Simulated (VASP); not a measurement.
# SiNi (P2_13) in VASP: a series of runs

Runs on SiNi. Level: PBEsol+U. Tasks: single point.

Everything below comes from runs of VASP 6.6.1. Logs are shortened: lines on timing, memory, paths and dates and some standing lists are left out, and cuts for length are marked.

## 1. The cell of the first run

Symmetry: P2_13, No. 198, cubic system. Conventional cell: a = 4.504 Å, b = 4.504 Å, c = 4.504 Å, α = 90.00°, β = 90.00°, γ = 90.00°. Within 3.1 Å of Ni (site symmetry 3) lie 7 Si at 2.36 to 2.44 Å and 6 Ni at 2.78 Å. Within 3.1 Å of Si (site symmetry 3) lie 7 Ni at 2.36 to 2.44 Å and 6 Si at 2.78 Å.

## 2. Single point, PBEsol+U, collinear spin, ferromagnetic start

INCAR

```
ALGO = Normal
EDIFF = 1E-6
ENCUT = 690
GGA = PS
GGA_COMPAT = F
ISIF = 2
ISMEAR = -1
ISPIN = 2
LASPH = T
LCHARG = T
LDAU = T
LDAUJ = 0 0
LDAUL = 2 -1
LDAUPRINT = 1
LDAUTYPE = 2
LDAUU = 6 0
LELF = T
LMAXMIX = 4
LORBIT = 11
LREAL = F
LVHAR = T
LWAVE = F
MAGMOM = 1 1 1 1 0 0 0 0
NBANDS = 58
NELM = 200
PREC = Accurate
SIGMA = 0.05
```

KPOINTS

```
k-points
0
Gamma
  6 6 6
```

POSCAR

```
SiNi
1.0
    4.5036940000      0.0000000000      0.0000000000
    0.0000000000      4.5036940000      0.0000000000
    0.0000000000      0.0000000000      4.5036940000
Ni Si
4 4
Direct
    0.1495040000      0.1495040000      0.1495040000
    0.6495040000      0.3504960000      0.8504960000
    0.8504960000      0.6495040000      0.3504960000
    0.3504960000      0.8504960000      0.6495040000
    0.8468300000      0.8468300000      0.8468300000
    0.3468300000      0.6531700000      0.1531700000
    0.1531700000      0.3468300000      0.6531700000
    0.6531700000      0.1531700000      0.3468300000
```

Potentials or basis: VASP PAW PBE potentials, release 64 (Ni_sv_GW, Si).

Started as:

```sh
cat potpaw_PBE.64/Ni_sv_GW/POTCAR potpaw_PBE.64/Si/POTCAR > POTCAR
mpirun -np 1 vasp_std > vasp.out
```

OUTCAR:

```text
EDIFF = 1E-6
   ENCUT = 690
   GGA = PS
   ISIF = 2
   ISMEAR = -1
   ISPIN = 2
   LASPH = T
   LORBIT = 11
   LREAL = F
   NELM = 200
   PREC = Accurate

 ion  position               nearest neighbor table
   1  0.150  0.150  0.150-   5 2.36   6 2.41   7 2.41   8 2.41   6 2.44   7 2.44   8 2.44
   2  0.650  0.350  0.850-   6 2.36   5 2.41   7 2.41   8 2.41   7 2.44   8 2.44   5 2.44
   3  0.850  0.650  0.350-   7 2.36   6 2.41   5 2.41   8 2.41   8 2.44   5 2.44   6 2.44
   4  0.350  0.850  0.650-   8 2.36   6 2.41   7 2.41   5 2.41   6 2.44   7 2.44   5 2.44
   5  0.847  0.847  0.847-   1 2.36   2 2.41   3 2.41   4 2.41   2 2.44   3 2.44   4 2.44   6 2.78
                             7 2.78   8 2.78   8 2.78   7 2.78   6 2.78
   6  0.347  0.653  0.153-   2 2.36   1 2.41   3 2.41   4 2.41   3 2.44   4 2.44   1 2.44   8 2.78
                             5 2.78   7 2.78   7 2.78   8 2.78   5 2.78
   7  0.153  0.347  0.653-   3 2.36   2 2.41   1 2.41   4 2.41   4 2.44   1 2.44   2 2.44   8 2.78
                             5 2.78   6 2.78   5 2.78   6 2.78   8 2.78
   8  0.653  0.153  0.347-   4 2.36   2 2.41   3 2.41   1 2.41   2 2.44   3 2.44   1 2.44   7 2.78
                             5 2.78   5 2.78   6 2.78   6 2.78   7 2.78

  LATTYP: Found a simple cubic cell.
 ALAT       =     4.5036940000

  Lattice vectors:

 A1 = (   4.5036940000,   0.0000000000,   0.0000000000)
 A2 = (   0.0000000000,   4.5036940000,   0.0000000000)
 A3 = (   0.0000000000,   0.0000000000,   4.5036940000)

Analysis of symmetry for initial positions (statically):
=====================================================================
 Subroutine PRICEL returns:
 Original cell was already a primitive cell.

 Routine SETGRP: Setting up the symmetry group for a
 simple cubic supercell.

 Subroutine GETGRP returns: Found 12 space group operations
 (whereof  3 operations were pure point group operations)
 out of a pool of 48 trial point group operations.

The static configuration has the point symmetry C_3 .
 The point group associated with its full space group is T   .

Analysis of symmetry for dynamics (positions and initial velocities):
=====================================================================
 Subroutine PRICEL returns:
 Original cell was already a primitive cell.

 Routine SETGRP: Setting up the symmetry group for a
 simple cubic supercell.

 Subroutine GETGRP returns: Found 12 space group operations
 (whereof  3 operations were pure point group operations)
 out of a pool of 48 trial point group operations.

The dynamic configuration has the point symmetry C_3 .
 The point group associated with its full space group is T   .

Analysis of structural, dynamic, and magnetic symmetry:
[... 310 lines left out ...]

 val. band max:       10.6675041240   @ k =   0.3333   0.0000   0.0000
 cond. band min:      10.7282082797   @ k =  -0.1667   0.3333   0.0000
 fundamental gap:      0.0607041557
 Fermi energy:        10.6713315717

 spin component 1

 k-point     1 :       0.0000    0.0000    0.0000
  band No.  band energies     occupation
      1     -91.4480      1.00000
      2     -91.4426      1.00000
      3     -91.4426      1.00000
      4     -91.4426      1.00000
      5     -52.1723      1.00000
      6     -52.1723      1.00000
[... 1405 lines left out ...]
     55      17.4918      0.00000
     56      17.5210      0.00000
 Fermi energy:        10.6713315717

 spin component 2

 k-point     1 :       0.0000    0.0000    0.0000
  band No.  band energies     occupation
      1     -91.4481      1.00000
      2     -91.4428      1.00000
      3     -91.4428      1.00000
      4     -91.4428      1.00000
      5     -52.1724      1.00000
      6     -52.1724      1.00000
[... 1405 lines left out ...]
     55      17.4929      0.00000
     56      17.5191      0.00000
 [bands above 56 left out]

------------------------ aborting loop because EDIFF is reached ----------------------------------------

  FORCE on cell =-STRESS in cart. coord.  units (eV):
  Direction    XX          YY          ZZ          XY          YZ          ZX
  --------------------------------------------------------------------------------------
  -------------------------------------------------------------------------------------
  Total       -4.4894829     -4.4894829     -4.4894829     -0.0000000      0.0000000      0.0000000
  in kB      -78.7408832    -78.7408832    -78.7408832     -0.0000000      0.0000000      0.0000000
  external PRESSURE =     -78.7408832 kB  Pullay stress =       0.0000000 kB

 VOLUME and BASIS-vectors are now :
 -----------------------------------------------------------------------------
  energy-cutoff  :      690.00
  volume of cell :       91.35
      direct lattice vectors                 reciprocal lattice vectors
     4.503694000  0.000000000  0.000000000     0.222039952  0.000000000  0.000000000
     0.000000000  4.503694000  0.000000000     0.000000000  0.222039952  0.000000000
     0.000000000  0.000000000  4.503694000     0.000000000  0.000000000  0.222039952

 POSITION                                       TOTAL-FORCE (eV/Angst)
 -----------------------------------------------------------------------------------
      0.67332      0.67332      0.67332        -0.071165     -0.071165     -0.071165
      2.92517      1.57853      3.83037        -0.071165      0.071165      0.071165
      3.83037      2.92517      1.57853         0.071165     -0.071165      0.071165
      1.57853      3.83037      2.92517         0.071165      0.071165     -0.071165
      3.81386      3.81386      3.81386        -0.021700     -0.021700     -0.021700
      1.56202      2.94168      0.68983        -0.021700      0.021700      0.021700
      0.68983      1.56202      2.94168         0.021700     -0.021700      0.021700
      2.94168      0.68983      1.56202         0.021700      0.021700     -0.021700
 -----------------------------------------------------------------------------------
    total drift:                               -0.000000     -0.000000     -0.000000

  FREE ENERGIE OF THE ION-ELECTRON SYSTEM (eV)
  ---------------------------------------------------
  free  energy   TOTEN  =       -36.2198370261 eV

  energy  without entropy=      -36.2004342290  energy(sigma->0) =      -36.21013563

 total charge

# of ion       s       p       d       f       tot
--------------------------------------------------
    1        2.199   6.328   8.050   0.004  16.580
    2        2.199   6.328   8.050   0.004  16.580
    3        2.199   6.328   8.050   0.004  16.580
    4        2.199   6.328   8.050   0.004  16.580
    5        0.741   0.831   0.000   0.000   1.572
    6        0.741   0.831   0.000   0.000   1.572
    7        0.741   0.831   0.000   0.000   1.572
    8        0.741   0.831   0.000   0.000   1.572
--------------------------------------------------
tot         11.758  28.636  32.201   0.014  72.609

 magnetization (x)

# of ion       s       p       d       f       tot
--------------------------------------------------
    1        0.000  -0.000  -0.000  -0.000  -0.000
    2        0.000  -0.000  -0.000  -0.000  -0.000
    3        0.000  -0.000  -0.000  -0.000  -0.000
    4        0.000  -0.000  -0.000  -0.000  -0.000
    5       -0.000   0.000   0.000   0.000   0.000
    6       -0.000   0.000   0.000   0.000   0.000
    7       -0.000   0.000   0.000   0.000   0.000
    8       -0.000   0.000   0.000   0.000   0.000
--------------------------------------------------
tot          0.000   0.000  -0.000  -0.000  -0.000
```

OSZICAR:

```text
N       E                     dE             d eps       ncg     rms          rms(c)
DAV:   1     0.211112292234E+04    0.21111E+04   -0.49008E+04  8760   0.575E+03
DAV:   2     0.300610984392E+03   -0.18105E+04   -0.17181E+04  9358   0.141E+03
DAV:   3    -0.131713184575E+02   -0.31378E+03   -0.28734E+03 11028   0.842E+02
DAV:   4    -0.441585552673E+02   -0.30987E+02   -0.28555E+02 10936   0.313E+02
DAV:   5    -0.472687155881E+02   -0.31102E+01   -0.30438E+01 10886   0.112E+02    0.344E+01
DAV:   6    -0.606906081872E+02   -0.13422E+02   -0.20833E+02  9232   0.698E+02    0.417E+01
DAV:   7    -0.354985768161E+02    0.25192E+02   -0.81824E+01  8360   0.470E+02    0.789E+00
DAV:   8    -0.363360574113E+02   -0.83748E+00   -0.12880E+01 10792   0.858E+01    0.489E+00
DAV:   9    -0.361999378200E+02    0.13612E+00   -0.11501E+00 10168   0.416E+01    0.127E+00
DAV:  10    -0.362175619891E+02   -0.17624E-01   -0.11157E-01 10912   0.115E+01    0.885E-01
DAV:  11    -0.362196712585E+02   -0.21093E-02   -0.14818E-02 10304   0.407E+00    0.556E-01
DAV:  12    -0.362197945578E+02   -0.12330E-03   -0.23071E-03 10712   0.203E+00    0.230E-01
DAV:  13    -0.362197782292E+02    0.16329E-04   -0.13665E-03 10344   0.139E+00    0.715E-02
DAV:  14    -0.362198290241E+02   -0.50795E-04   -0.11164E-04 10728   0.285E-01    0.274E-02
DAV:  15    -0.362198346395E+02   -0.56154E-05   -0.15525E-05  7864   0.174E-01    0.162E-02
DAV:  16    -0.362198372765E+02   -0.26370E-05   -0.26287E-06  4736   0.866E-02    0.938E-03
DAV:  17    -0.362198370261E+02    0.25043E-06   -0.18209E-06  4544   0.721E-02
   1 F= -.36219837E+02 E0= -.36210136E+02  d E =-.194028E-01  mag=    -0.0000
```

Wall time 8 min (1 thread of Intel Xeon Platinum 8559C (Emerald Rapids), shared host); peak memory 0.47 GiB.

What came out:

```yaml
Free_energy: -36.2198 eV
Pressure: -7.9 GPa
Largest_force: 0.123 eV/Å
Band_gap_on_the_k_mesh: zero (filled and empty bands overlap)
Net_moment: 0.00 μB per cell
Valence_electrons_inside_the_program's_atomic_spheres: Ni 16.58; Si 1.57
```

Forces in eV/Å, atoms in the order of the input:
```
Ni  -0.071 -0.071 -0.071
Ni  -0.071  0.071  0.071
Ni   0.071 -0.071  0.071
Ni   0.071  0.071 -0.071
Si  -0.022 -0.022 -0.022
Si  -0.022  0.022  0.022
Si   0.022 -0.022  0.022
Si   0.022  0.022 -0.022
```

Eigenvalues of the final occupation matrices:
| site | spin | trace | eigenvalues |
| --- | --- | --- | --- |
| site 1 d | 1 | 4.04 | 0.79 0.79 0.79 0.84 0.84 |
| site 1 d | 2 | 4.04 | 0.79 0.79 0.79 0.84 0.84 |
| site 2 d | 1 | 4.04 | 0.79 0.79 0.79 0.84 0.84 |
| site 2 d | 2 | 4.04 | 0.79 0.79 0.79 0.84 0.84 |
| site 3 d | 1 | 4.04 | 0.79 0.79 0.79 0.84 0.84 |
| site 3 d | 2 | 4.04 | 0.79 0.79 0.79 0.84 0.84 |
| site 4 d | 1 | 4.04 | 0.79 0.79 0.79 0.84 0.84 |
| site 4 d | 2 | 4.04 | 0.79 0.79 0.79 0.84 0.84 |

Caveat: the cell stands under tension; the moments typed at the start vanished in this run; the PAW data sets were made with another functional, which shifts forces and pressure a little; the U is typed as a test and isn't derived for this compound. The state reached can hang on the start; a lower one may exist.

(Continued in part 2 of 2.)

The gap in the log of VASP goes by the Fermi energy; the results here count the filled bands.